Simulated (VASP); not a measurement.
# Si (Fd-3m) in VASP: notebook, part 2 of 2

VASP 6.6.1. Earlier steps stand in the parts before.

**3. Single point, PBEsol**

This run uses another cell than the first one: it holds 32 atoms, not 2.

INCAR

```
ALGO = Normal ; EDIFF = 1E-7
ENCUT = 520 ; GGA = PS
ISIF = 2 ; ISMEAR = 0
LASPH = True ; LCHARG = False
LREAL = Auto ; LWAVE = False
NBANDS = 86 ; NELM = 80
PREC = Accurate ; SIGMA = 0.02
```

KPOINTS

```
Automatic mesh
0
Gamma
  2 2 2
  0.5 0.5 0.5
```

POSCAR

```
Si
1.0
   -5.4338341616     -5.4338341616      5.4338341616
    5.4338341616      5.4338341616      5.4338341616
   -5.4338341616      5.4338341616     -5.4338341616
Si
32
Direct
    0.0000000000      0.2500000000      0.0000000000
    0.2500000000      0.2500000000      0.7500000000
    0.0000000000      0.5000000000      0.7500000000
    0.5000000000      0.2500000000      0.5000000000
    0.2500000000      0.5000000000      0.5000000000
    0.0000000000      0.7500000000      0.5000000000
    0.7500000000      0.2500000000      0.2500000000
    0.5000000000      0.5000000000      0.2500000000
    0.2500000000      0.7500000000      0.2500000000
    0.0000000000      0.0000000000      0.2500000000
    0.7500000000      0.5000000000      0.0000000000
    0.5000000000      0.7500000000      0.0000000000
    0.2500000000      0.0000000000      0.0000000000
    0.7500000000      0.7500000000      0.7500000000
    0.5000000000      0.0000000000      0.7500000000
    0.7500000000      0.0000000000      0.5000000000
    0.0000000000      0.0000000000      0.0000000000
    0.2500000000      0.0000000000      0.7500000000
    0.0000000000      0.2500000000      0.7500000000
    0.5000000000      0.0000000000      0.5000000000
    0.2500000000      0.2500000000      0.5000000000
    0.0000000000      0.5000000000      0.5000000000
    0.7500000000      0.0000000000      0.2500000000
    0.5000000000      0.2500000000      0.2500000000
    0.2500000000      0.5000000000      0.2500000000
    0.0000000000      0.7500000000      0.2500000000
    0.7500000000      0.2500000000      0.0000000000
    0.5000000000      0.5000000000      0.0000000000
    0.2500000000      0.7500000000      0.0000000000
    0.7500000000      0.5000000000      0.7500000000
    0.5000000000      0.7500000000      0.7500000000
    0.7500000000      0.7500000000      0.5000000000
```

Potentials or basis: VASP PAW PBE potentials, release 64 (Si).

The run is started by

```
$ cat potpaw_PBE.64/Si/POTCAR > POTCAR
$ mpirun -np 1 vasp_std > vasp.out
```

OUTCAR:

```text
EDIFF = 1E-7
   ENCUT = 520
   GGA = PS
   ISIF = 2
   ISMEAR = 0
   LASPH = True
   LREAL = Auto
   NELM = 80
   PREC = Accurate

 ion  position               nearest neighbor table
   1  0.000  0.250  0.000-  17 2.35  19 2.35  25 2.35  27 2.35
   2  0.250  0.250  0.750-  18 2.35  19 2.35  21 2.35  28 2.35
   3  0.000  0.500  0.750-  19 2.35  22 2.35  29 2.35  30 2.35
   4  0.500  0.250  0.500-  20 2.35  21 2.35  24 2.35  30 2.35
   5  0.250  0.500  0.500-  21 2.35  22 2.35  25 2.35  31 2.35
   6  0.000  0.750  0.500-  18 2.35  22 2.35  26 2.35  32 2.35
[... 24 lines left out ...]
  31  0.500  0.750  0.750-   5 2.35  12 2.35  14 2.35  15 2.35
  32  0.750  0.750  0.500-   6 2.35   8 2.35  14 2.35  16 2.35

  LATTYP: Found a body centered cubic cell.
 ALAT       =    10.8676683232

  Lattice vectors:

 A1 = (  -5.4338341616,  -5.4338341616,   5.4338341616)
 A2 = (   5.4338341616,   5.4338341616,   5.4338341616)
 A3 = (  -5.4338341616,   5.4338341616,  -5.4338341616)

Analysis of symmetry for initial positions (statically):
=====================================================================
 Subroutine PRICEL returns following result:

  LATTYP: Found a face centered cubic cell.
 ALAT       =     5.4338341616

  Lattice vectors:

 A1 = (   2.7169170808,   2.7169170808,   0.0000000000)
 A2 = (   2.7169170808,   0.0000000000,  -2.7169170808)
 A3 = (   0.0000000000,   2.7169170808,  -2.7169170808)

  16 primitive cells build up your supercell.

 Routine SETGRP: Setting up the symmetry group for a
 body centered cubic supercell.

 Subroutine GETGRP returns: Found 48 space group operations
 (whereof 24 operations were pure point group operations)
 out of a pool of 48 trial point group operations.

The static configuration has the point symmetry T_d .
 The point group associated with its full space group is O_h .

Analysis of symmetry for dynamics (positions and initial velocities):
=====================================================================
 Subroutine PRICEL returns following result:

  LATTYP: Found a face centered cubic cell.
 ALAT       =     5.4338341616

  Lattice vectors:

 A1 = (   2.7169170808,   2.7169170808,   0.0000000000)
 A2 = (   2.7169170808,   0.0000000000,  -2.7169170808)
 A3 = (   0.0000000000,   2.7169170808,  -2.7169170808)

  16 primitive cells build up your supercell.

 Routine SETGRP: Setting up the symmetry group for a
 body centered cubic supercell.

 Subroutine GETGRP returns: Found 48 space group operations
 (whereof 24 operations were pure point group operations)
 out of a pool of 48 trial point group operations.

The dynamic configuration has the point symmetry T_d .
 The point group associated with its full space group is O_h .

 Subroutine INISYM returns: Found 48 space group operations
 (whereof 24 operations are pure point group operations),
 and found    16 'primitive' translations

----------------------------------------------------------------------------------------

                                     Primitive cell

  volume of cell :      40.1106

[... 48 lines left out ...]
   number of dos      NEDOS =    301   number of ions     NIONS =     32
   total plane-waves  NPLWV = 343000
   dimension x,y,z NGX =    70 NGY =   70 NGZ =   70
   dimension x,y,z NGXF=   140 NGYF=  140 NGZF=  140
   ions per type =              32
   NGX,Y,Z   is equivalent  to a cutoff of  12.36, 12.36, 12.36 a.u.
   NGXF,Y,Z  is equivalent  to a cutoff of  24.73, 24.73, 24.73 a.u.
 SYSTEM =  unknown system
   PREC   = accura    normal or accurate (medium, high low for compatibility)
   ISTART =      0    job   : 0-new  1-cont  2-samecut
   ICHARG =      2    charge: 1-file 2-atom 10-const
   ISPIN  =      1    spin polarized calculation?
   LNONCOLLINEAR =      F non collinear calculations
   LSORBIT =      F    spin-orbit coupling
   LASPH  =      T    aspherical Exc in radial PAW
   ENCUT  =  520.0 eV  38.22 Ry    6.18 a.u.  17.50 17.50 17.50*2*pi/ulx,y,z
   NELM   =     80;   NELMIN=  2; NELMDL= -5     # of ELM steps
   EDIFF  = 0.1E-06   stopping-criterion for ELM
   LREAL  =      T    real-space projection
   EDIFFG = 0.1E-05   stopping-criterion for IOM
   NSW    =      0    number of steps for IOM
   IBRION =     -1    ionic relax: 0-MD 1-quasi-New 2-CG
   NFREE  =      0    steps in history (QN), initial steepest desc. (CG)
   ISIF   =      2    stress and relaxation
   ISYM   =      2    0-nonsym 1-usesym 2-fastsym
   POTIM  = 0.5000    time-step for ionic-motion
   TEBEG  =    0.0;   TEEND  =   0.0 temperature during run
   PSTRESS=    0.0 pullay stress
   NELECT =     128.0000    total number of electrons
   NUPDOWN=      -1.0000    fix difference up-down
   EMIN   =  10.00;   EMAX   =-10.00  energy-range for DOS
   EFERMI =   0.00;   METHOD = LEGACY
   ISMEAR =     0;   SIGMA  =   0.02  broadening in eV -4-tet -1-fermi 0-gaus
   EFERMI_NEDOS =   21; number of points for ismear=-14 and -15
   IALGO  =     38    algorithm
   IMIX   =      4    mixing-type and parameters
     AMIX     =   0.40;   BMIX     =  1.00
     AMIX_MAG =   1.60;   BMIX_MAG =  1.00
  volume/ion in A,a.u.               =      20.06       135.34
  Fermi-wavevector in a.u.,A,eV,Ry     =   0.956500  1.807523 12.447873  0.914893
  Thomas-Fermi vector in A             =   2.085434
   LORBIT       =      0    0 simple, 1 ext, 2 COOP (PROOUT), +10 PAW based schemes
   GGA     = PS    functional components
   LHFCALC =     F    Hartree Fock is set to
   AEXX    =    0.0000 exact exchange contribution
   IVDW    =     0    specifies the selected vdW correction
   LEPSILON=     F    determine dielectric tensor
   LRPA    =     F    only Hartree local field effects (RPA)
 non-spin polarized calculation
 Gauss-broadening in eV      SIGMA  =   0.02
  energy-cutoff  :      520.00
  volume of cell :      641.77
 maximum number of plane-waves:     17304
 NGX is ok and might be reduce to    70

 number of electron     127.9999994 magnetization

 Free energy of the ion-electron system (eV)
  ---------------------------------------------------
  ext. energy  EPLUGINS =         0.00000000
  ---------------------------------------------------
  free energy    TOTEN  =      -183.82240016 eV

  energy without entropy =     -183.82240016  energy(sigma->0) =     -183.82240016

 E-fermi :   5.1213     XC(G=0):  -9.5454

 val. band max:        5.0107017424   @ k =   0.2500   0.2500   0.2500
 cond. band min:       6.2804084032   @ k =  -0.2500   0.2500   0.2500
 fundamental gap:      1.2697066608
 Fermi energy:         5.1212793195

 k-point     1 :       0.2500    0.2500    0.2500
  band No.  band energies     occupation
      1      -5.4021      2.00000
      2      -5.4021      2.00000
      3      -5.4021      2.00000
      4      -5.4021      2.00000
      5      -3.4756      2.00000
      6      -3.4756      2.00000
[... 68 lines left out ...]
     75       7.1898      0.00000
     76       7.1898      0.00000

 k-point     2 :      -0.2500    0.2500    0.2500
  band No.  band energies     occupation
      1      -5.9305      2.00000
      2      -4.8710      2.00000
      3      -4.8710      2.00000
      4      -4.8709      2.00000
      5      -4.8709      2.00000
      6      -4.0207      2.00000
[... 68 lines left out ...]
     75       8.0616      0.00000
     76       8.1471      0.00000
 [bands above 76 left out]

------------------------ aborting loop because EDIFF is reached ----------------------------------------

  FORCE on cell =-STRESS in cart. coord.  units (eV):
  Direction    XX          YY          ZZ          XY          YZ          ZX
  --------------------------------------------------------------------------------------
  -------------------------------------------------------------------------------------
  Total        0.5375362      0.5375362      0.5375362      0.0000000     -0.0000000      0.0000000
  in kB        1.3419587      1.3419587      1.3419587      0.0000000     -0.0000000      0.0000000
  external PRESSURE =       1.3419587 kB  Pullay stress =       0.0000000 kB

 VOLUME and BASIS-vectors are now :
 -----------------------------------------------------------------------------
  energy-cutoff  :      520.00
  volume of cell :      641.77
      direct lattice vectors                 reciprocal lattice vectors
    -5.433834162 -5.433834162  5.433834162    -0.092016058  0.000000000  0.092016058
     5.433834162  5.433834162  5.433834162     0.000000000  0.092016058  0.092016058
    -5.433834162  5.433834162 -5.433834162    -0.092016058  0.092016058  0.000000000

 POSITION                                       TOTAL-FORCE (eV/Angst)
 -----------------------------------------------------------------------------------
      1.35846      1.35846      1.35846         0.000000     -0.000000     -0.000000
     -4.07538      4.07538     -1.35846        -0.000000     -0.000000     -0.000000
     -1.35846      6.79229     -1.35846         0.000000      0.000000     -0.000000
     -4.07538      1.35846      1.35846         0.000000     -0.000000     -0.000000
     -1.35846      4.07538      1.35846         0.000000     -0.000000     -0.000000
      1.35846      6.79229      1.35846        -0.000000     -0.000000     -0.000000
[... 24 lines left out ...]
     -2.71692      5.43383      2.71692        -0.000000      0.000000      0.000000
     -2.71692      2.71692      5.43383        -0.000000      0.000000      0.000000
 -----------------------------------------------------------------------------------
    total drift:                               -0.000000     -0.000000     -0.000000

  FREE ENERGIE OF THE ION-ELECTRON SYSTEM (eV)
  ---------------------------------------------------
  free  energy   TOTEN  =      -183.8224001639 eV

  energy  without entropy=     -183.8224001639  energy(sigma->0) =     -183.82240016
```

Wall time 5.2 min (1 thread of Intel Xeon Platinum 8259CL at 2.50GHz (Skylake/Cascade Lake), shared host); peak memory 0.67 GiB.

Results:

| Quantity | Value |
| --- | --- |
| Free energy | -183.8224 eV |
| Pressure | 0.1 GPa |
| Band gap on the k mesh | 1.27 eV |

Caveat: the PAW data sets were made with another functional, which shifts forces and pressure a little.
